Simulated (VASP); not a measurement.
# P in VASP: a series of runs

P is run at these levels: PBEsol; tasks: single point.

Everything below comes from runs of VASP 6.6.1. Logs are shortened: lines on timing, memory, paths and dates and some standing lists are left out, and cuts for length are marked.

## 1. The cell of the first run

The cell holds a slab with vacuum, 4 atoms: a = 3.284 Å, b = 34.857 Å, c = 4.632 Å, α = 90.00°, β = 90.00°, γ = 90.00°.

## 2. Single point, PBEsol (mode 7 (349.0 1/cm) frozen in, largest displacement -0.060 Å)

File INCAR:

```
SYSTEM = P
PREC = Accurate ; ENCUT = 520
EDIFF = 1E-6 ; ISMEAR = 0
SIGMA = 0.05 ; LREAL = .FALSE.
LASPH = .TRUE. ; NELM = 80
ALGO = Normal ; ISIF = 2
LWAVE = .FALSE. ; LCHARG = .FALSE.
GGA = PS ; NBANDS = 18
```

File KPOINTS:

```
Automatic mesh
0
G
  8 1 6
  0 0 0
```

File POSCAR:

```
P
1.0
    3.2837277200      0.0000000000      0.0000000000
    0.0000000000     34.8570309900      0.0000000000
    0.0000000000      0.0000000000      4.6320847100
P
4
Direct
    0.0000000000      0.9718332959      0.5974299605
    0.0000000000      0.0281667041      0.4025700395
    0.5000000000      0.0281667041      0.0974299605
    0.5000000000      0.9718332959      0.9025700395
```

Potentials or basis: VASP PAW PBE potentials, release 64 (P).

Launch:

```bash
$ cat potpaw_PBE.64/P/POTCAR > POTCAR
$ mpirun -np 1 vasp_std > vasp.out
```

OUTCAR:

```text
SYSTEM = P
   PREC = Accurate
   ENCUT = 520
   EDIFF = 1E-6
   ISMEAR = 0
   LREAL = .FALSE.
   LASPH = .TRUE.
   NELM = 80
   ISIF = 2
   GGA = PS

 ion  position               nearest neighbor table
   1  0.000  0.972  0.597-   2 2.16   4 2.17   4 2.17
   2  0.000  0.028  0.403-   1 2.16   3 2.17   3 2.17
   3  0.500  0.028  0.097-   4 2.16   2 2.17   2 2.17
   4  0.500  0.972  0.903-   3 2.16   1 2.17   1 2.17

  LATTYP: Found a simple orthorhombic cell.
 ALAT       =     3.2837277200
 B/A-ratio  =     1.4106177811
 C/A-ratio  =    10.6150795566

  Lattice vectors:

 A1 = (  -3.2837277200,   0.0000000000,   0.0000000000)
 A2 = (   0.0000000000,   0.0000000000,   4.6320847100)
 A3 = (   0.0000000000,  34.8570309900,   0.0000000000)

Analysis of symmetry for initial positions (statically):
=====================================================================
 Subroutine PRICEL returns:
 Original cell was already a primitive cell.

 Routine SETGRP: Setting up the symmetry group for a
 simple orthorhombic supercell.

 Subroutine GETGRP returns: Found  8 space group operations
 (whereof  4 operations were pure point group operations)
 out of a pool of  8 trial point group operations.

The static configuration has the point symmetry C_2h.
 The point group associated with its full space group is D_2h.

Analysis of symmetry for dynamics (positions and initial velocities):
=====================================================================
 Subroutine PRICEL returns:
 Original cell was already a primitive cell.

 Routine SETGRP: Setting up the symmetry group for a
 simple orthorhombic supercell.

 Subroutine GETGRP returns: Found  8 space group operations
 (whereof  4 operations were pure point group operations)
 out of a pool of  8 trial point group operations.

The dynamic configuration has the point symmetry C_2h.
 The point group associated with its full space group is D_2h.

 Subroutine INISYM returns: Found  8 space group operations
 (whereof  4 operations are pure point group operations),
 and found     1 'primitive' translations

----------------------------------------------------------------------------------------

                                     Primitive cell

  volume of cell :     530.1930

  direct lattice vectors                    reciprocal lattice vectors
     3.283727720  0.000000000  0.000000000     0.304531948  0.000000000  0.000000000
     0.000000000 34.857030990  0.000000000     0.000000000  0.028688617  0.000000000
     0.000000000  0.000000000  4.632084710     0.000000000  0.000000000  0.215885516

  length of vectors
     3.283727720 34.857030990  4.632084710     0.304531948  0.028688617  0.215885516

  position of ions in fractional coordinates (direct lattice)
     0.000000000  0.971833296  0.597429961
     0.000000000  0.028166704  0.402570039
     0.500000000  0.028166704  0.097429961
     0.500000000  0.971833296  0.902570039

  ion indices of the primitive-cell ions
   primitive index   ion index
                 1           1
                 2           2
                 3           3
                 4           4

----------------------------------------------------------------------------------------

 KPOINTS: Automatic mesh

Automatic generation of k-mesh.
 Grid dimensions read from file:
 generate k-points for:    8    1    6

 Generating k-lattice:

  Cartesian coordinates                     Fractional coordinates (reciprocal lattice)
     0.038066494  0.000000000  0.000000000     0.125000000  0.000000000  0.000000000
     0.000000000  0.028688617  0.000000000     0.000000000  1.000000000  0.000000000
     0.000000000  0.000000000  0.035980919     0.000000000  0.000000000  0.166666667

  Length of vectors
     0.038066494  0.028688617  0.035980919

  Shift w.r.t. Gamma in fractional coordinates (k-lattice)
     0.000000000  0.000000000  0.000000000

 Subroutine IBZKPT returns following result:
 ===========================================

 Found     20 irreducible k-points:

 Following reciprocal coordinates:
            Coordinates               Weight
  0.000000  0.000000  0.000000      1.000000
  0.125000  0.000000  0.000000      2.000000
  0.250000  0.000000  0.000000      2.000000
  0.375000  0.000000  0.000000      2.000000
  0.500000  0.000000  0.000000      1.000000
  0.000000  0.000000  0.166667      2.000000
[... 12 lines left out ...]
  0.375000  0.000000  0.500000      2.000000
  0.500000  0.000000  0.500000      1.000000
   k-points           NKPTS =     20   k-points in BZ     NKDIM =     20   number of bands    NBANDS=     18
   number of dos      NEDOS =    301   number of ions     NIONS =      4
   total plane-waves  NPLWV = 233280
   dimension x,y,z NGX =    24 NGY =  270 NGZ =   36
   dimension x,y,z NGXF=    48 NGYF=  540 NGZF=   72
   ions per type =               4
   NGX,Y,Z   is equivalent  to a cutoff of  12.15, 12.88, 12.92 a.u.
   NGXF,Y,Z  is equivalent  to a cutoff of  24.30, 25.75, 25.84 a.u.
 SYSTEM =  P
   PREC   = accura    normal or accurate (medium, high low for compatibility)
   ISTART =      0    job   : 0-new  1-cont  2-samecut
   ICHARG =      2    charge: 1-file 2-atom 10-const
   ISPIN  =      1    spin polarized calculation?
   LNONCOLLINEAR =      F non collinear calculations
   LSORBIT =      F    spin-orbit coupling
   LASPH  =      T    aspherical Exc in radial PAW
   ENCUT  =  520.0 eV  38.22 Ry    6.18 a.u.   6.11 64.81  8.61*2*pi/ulx,y,z
   NELM   =     80;   NELMIN=  2; NELMDL= -5     # of ELM steps
   EDIFF  = 0.1E-05   stopping-criterion for ELM
   LREAL  =      F    real-space projection
   EDIFFG = 0.1E-04   stopping-criterion for IOM
   NSW    =      0    number of steps for IOM
   IBRION =     -1    ionic relax: 0-MD 1-quasi-New 2-CG
   NFREE  =      0    steps in history (QN), initial steepest desc. (CG)
   ISIF   =      2    stress and relaxation
   ISYM   =      2    0-nonsym 1-usesym 2-fastsym
   POTIM  = 0.5000    time-step for ionic-motion
   TEBEG  =    0.0;   TEEND  =   0.0 temperature during run
   PSTRESS=    0.0 pullay stress
   NELECT =      20.0000    total number of electrons
   NUPDOWN=      -1.0000    fix difference up-down
   EMIN   =  10.00;   EMAX   =-10.00  energy-range for DOS
   EFERMI =   0.00;   METHOD = LEGACY
   ISMEAR =     0;   SIGMA  =   0.05  broadening in eV -4-tet -1-fermi 0-gaus
   EFERMI_NEDOS =   21; number of points for ismear=-14 and -15
   IALGO  =     38    algorithm
   IMIX   =      4    mixing-type and parameters
     AMIX     =   0.40;   BMIX     =  1.00
     AMIX_MAG =   1.60;   BMIX_MAG =  1.00
  volume/ion in A,a.u.               =     132.55       894.48
  Fermi-wavevector in a.u.,A,eV,Ry     =   0.549044  1.037542  4.101461  0.301449
  Thomas-Fermi vector in A             =   1.580001
   LORBIT       =      0    0 simple, 1 ext, 2 COOP (PROOUT), +10 PAW based schemes
   GGA     = PS    functional components
   LHFCALC =     F    Hartree Fock is set to
   AEXX    =    0.0000 exact exchange contribution
   IVDW    =     0    specifies the selected vdW correction
   LEPSILON=     F    determine dielectric tensor
   LRPA    =     F    only Hartree local field effects (RPA)
 non-spin polarized calculation
 Gauss-broadening in eV      SIGMA  =   0.05
  energy-cutoff  :      520.00
  volume of cell :      530.19
 maximum number of plane-waves:     14344
   NGX = 13   NGY =129   NGZ = 17

 number of electron      20.0000001 magnetization

 Free energy of the ion-electron system (eV)
  ---------------------------------------------------
  ext. energy  EPLUGINS =         0.00000000
  ---------------------------------------------------
  free energy    TOTEN  =       -22.67494565 eV

  energy without entropy =      -22.67494565  energy(sigma->0) =      -22.67494565

 E-fermi :  -3.1965     XC(G=0):  -1.7379

 val. band max:       -3.4517070759   @ k =   0.1250   0.0000   0.0000
 cond. band min:      -2.3193624977   @ k =   0.0000   0.0000   0.0000
 fundamental gap:      1.1323445782
 Fermi energy:        -3.1964550870

 k-point     1 :       0.0000    0.0000    0.0000
  band No.  band energies     occupation
      1     -19.0859      2.00000
      2     -16.3056      2.00000
      3     -13.2328      2.00000
      4      -9.5064      2.00000
      5      -8.3647      2.00000
      6      -7.9180      2.00000
[... 10 lines left out ...]
     17       1.6337      0.00000
     18       1.7705      0.00000

 k-point     2 :       0.1250    0.0000    0.0000
  band No.  band energies     occupation
      1     -18.8980      2.00000
      2     -16.1087      2.00000
      3     -13.3069      2.00000
      4      -9.3746      2.00000
      5      -8.3773      2.00000
      6      -8.1967      2.00000
[... 10 lines left out ...]
     17       1.8508      0.00000
     18       1.8855      0.00000

 k-point     3 :       0.2500    0.0000    0.0000
  band No.  band energies     occupation
      1     -18.3401      2.00000
      2     -15.5205      2.00000
      3     -13.7741      2.00000
      4      -9.6573      2.00000
      5      -9.4694      2.00000
      6      -9.0358      2.00000
[... 10 lines left out ...]
     17       2.0832      0.00000
     18       2.1722      0.00000

 k-point     4 :       0.3750    0.0000    0.0000
  band No.  band energies     occupation
      1     -17.4341      2.00000
      2     -14.8876      2.00000
      3     -14.5490      2.00000
      4     -11.5427      2.00000
      5      -9.5620      2.00000
      6      -8.7639      2.00000
[... 291 lines left out ...]
      4     -12.0816      2.00000
      5      -9.3605      2.00000
      6      -9.3605      2.00000
[... 10 lines left out ...]
     17       2.8972      0.00000
     18       2.8972      0.00000

 k-point    19 :       0.3750    0.0000    0.5000
  band No.  band energies     occupation
      1     -16.4378      2.00000
      2     -16.4378      2.00000
      3     -13.0001      2.00000
      4     -13.0001      2.00000
      5      -9.4407      2.00000
      6      -9.4407      2.00000
[... 10 lines left out ...]
     17       3.3058      0.00000
     18       3.3058      0.00000

 k-point    20 :       0.5000    0.0000    0.5000
  band No.  band energies     occupation
      1     -15.8667      2.00000
      2     -15.8667      2.00000
      3     -13.7575      2.00000
      4     -13.7575      2.00000
      5      -8.8251      2.00000
      6      -8.8251      2.00000
[... 10 lines left out ...]
     17       3.3155      0.00000
     18       3.3155      0.00000

------------------------ aborting loop because EDIFF is reached ----------------------------------------

  FORCE on cell =-STRESS in cart. coord.  units (eV):
  Direction    XX          YY          ZZ          XY          YZ          ZX
  --------------------------------------------------------------------------------------
  -------------------------------------------------------------------------------------
  Total        0.5028923      3.5719574      2.0283600      0.0000000      0.0000000      0.0000000
  in kB        1.5196778     10.7940104      6.1294512      0.0000000      0.0000000      0.0000000
  external PRESSURE =       6.1477131 kB  Pullay stress =       0.0000000 kB

 VOLUME and BASIS-vectors are now :
 -----------------------------------------------------------------------------
  energy-cutoff  :      520.00
  volume of cell :      530.19
      direct lattice vectors                 reciprocal lattice vectors
     3.283727720  0.000000000  0.000000000     0.304531948  0.000000000  0.000000000
     0.000000000 34.857030990  0.000000000     0.000000000  0.028688617  0.000000000
     0.000000000  0.000000000  4.632084710     0.000000000  0.000000000  0.215885516

 POSITION                                       TOTAL-FORCE (eV/Angst)
 -----------------------------------------------------------------------------------
      0.00000     33.87522      2.76735         0.000000     -0.913769     -0.518105
      0.00000      0.98181      1.86474        -0.000000      0.913769      0.518105
      1.64186      0.98181      0.45130         0.000000      0.913769     -0.518105
      1.64186     33.87522      4.18078        -0.000000     -0.913769      0.518105
 -----------------------------------------------------------------------------------
    total drift:                               -0.000000      0.000000     -0.000000

  FREE ENERGIE OF THE ION-ELECTRON SYSTEM (eV)
  ---------------------------------------------------
  free  energy   TOTEN  =       -22.6749456462 eV

  energy  without entropy=      -22.6749456462  energy(sigma->0) =      -22.67494565
```

It took 2.6 min on 1 thread of AMD EPYC 9R45 (Zen 5), shared host; peak memory 0.54 GiB.

What came out:

```
Free energy            : -22.6749 eV
Largest force          : 1.050 eV/Å
Band gap on the k mesh : 1.13 eV, indirect (least direct gap 1.16 eV)
```

Forces on the atoms (eV/Å):
```
P    0.000 -0.914 -0.518
P    0.000  0.914  0.518
P    0.000  0.914 -0.518
P    0.000 -0.914  0.518
```

Caveat: the cell differs from its parent crystal (mode 7 (349.0 1/cm) frozen in, largest displacement -0.060 Å); the PAW data sets were made with another functional, which shifts forces and pressure a little.

## 3. Single point, PBEsol (mode 7 (349.0 1/cm) frozen in, largest displacement +0.030 Å)

File INCAR:

```
PREC = Accurate ; ENCUT = 520
EDIFF = 1E-6 ; ISMEAR = 0
SIGMA = 0.05 ; LREAL = F
LASPH = T ; NELM = 80
ALGO = Normal ; ISIF = 2
LWAVE = F ; LCHARG = F
GGA = PS ; NBANDS = 18
```

File KPOINTS:

```
Automatic mesh
0
Gamma
  8 1 6
```

File POSCAR:

```
P
1.0
    3.2837277200      0.0000000000      0.0000000000
    0.0000000000     34.8570309900      0.0000000000
    0.0000000000      0.0000000000      4.6320847100
P
4
Direct
    0.0000000000      0.9694754971      0.5895110997
    0.0000000000      0.0305245029      0.4104889003
    0.5000000000      0.0305245029      0.0895110997
    0.5000000000      0.9694754971      0.9104889003
```

Potentials or basis: VASP PAW PBE potentials, release 64 (P).

Launch:

```bash
$ cat potpaw_PBE.64/P/POTCAR > POTCAR
$ mpirun -np 1 vasp_std > vasp.out
```

OUTCAR:

```text
PREC = Accurate
   ENCUT = 520
   EDIFF = 1E-6
   ISMEAR = 0
   LREAL = F
   LASPH = T
   NELM = 80
   ISIF = 2
   GGA = PS

 ion  position               nearest neighbor table
   1  0.000  0.969  0.590-   4 2.22   4 2.22   2 2.28
   2  0.000  0.031  0.410-   3 2.22   3 2.22   1 2.28
   3  0.500  0.031  0.090-   2 2.22   2 2.22   4 2.28
   4  0.500  0.969  0.910-   1 2.22   1 2.22   3 2.28

  LATTYP: Found a simple orthorhombic cell.
 ALAT       =     3.2837277200
[... 612 lines left out ...]

  FORCE on cell =-STRESS in cart. coord.  units (eV):
  Direction    XX          YY          ZZ          XY          YZ          ZX
  --------------------------------------------------------------------------------------
  -------------------------------------------------------------------------------------
  Total       -0.8642393     -1.3274761     -1.1267200      0.0000000     -0.0000000      0.0000000
  in kB       -2.6116234     -4.0114673     -3.4048075      0.0000000     -0.0000000      0.0000000
  external PRESSURE =      -3.3426327 kB  Pullay stress =       0.0000000 kB

 VOLUME and BASIS-vectors are now :
 -----------------------------------------------------------------------------
  energy-cutoff  :      520.00
  volume of cell :      530.19
      direct lattice vectors                 reciprocal lattice vectors
     3.283727720  0.000000000  0.000000000     0.304531948  0.000000000  0.000000000
     0.000000000 34.857030990  0.000000000     0.000000000  0.028688617  0.000000000
     0.000000000  0.000000000  4.632084710     0.000000000  0.000000000  0.215885516

 POSITION                                       TOTAL-FORCE (eV/Angst)
 -----------------------------------------------------------------------------------
      0.00000     33.79304      2.73067         0.000000      0.308707     -0.065045
      0.00000      1.06399      1.90142         0.000000     -0.308707      0.065045
      1.64186      1.06399      0.41462         0.000000     -0.308707     -0.065045
      1.64186     33.79304      4.21746         0.000000      0.308707      0.065045
 -----------------------------------------------------------------------------------
    total drift:                                0.000000      0.000000     -0.000000

  FREE ENERGIE OF THE ION-ELECTRON SYSTEM (eV)
  ---------------------------------------------------
  free  energy   TOTEN  =       -22.8076141281 eV

  energy  without entropy=      -22.8076141281  energy(sigma->0) =      -22.80761413
```

It took 2.5 min on 1 thread of AMD EPYC 9R45 (Zen 5), shared host; peak memory 0.52 GiB.

What came out:

```yaml
Free_energy: -22.8076 eV
Largest_force: 0.315 eV/Å
Band_gap_on_the_k_mesh: 0.73 eV, direct
```

Forces in eV/Å, atoms in the order of the input:
```
P    0.000  0.309 -0.065
P    0.000 -0.309  0.065
P    0.000 -0.309 -0.065
P    0.000  0.309  0.065
```

Caveat: the cell differs from its parent crystal (mode 7 (349.0 1/cm) frozen in, largest displacement +0.030 Å); the PAW data sets were made with another functional, which shifts forces and pressure a little.
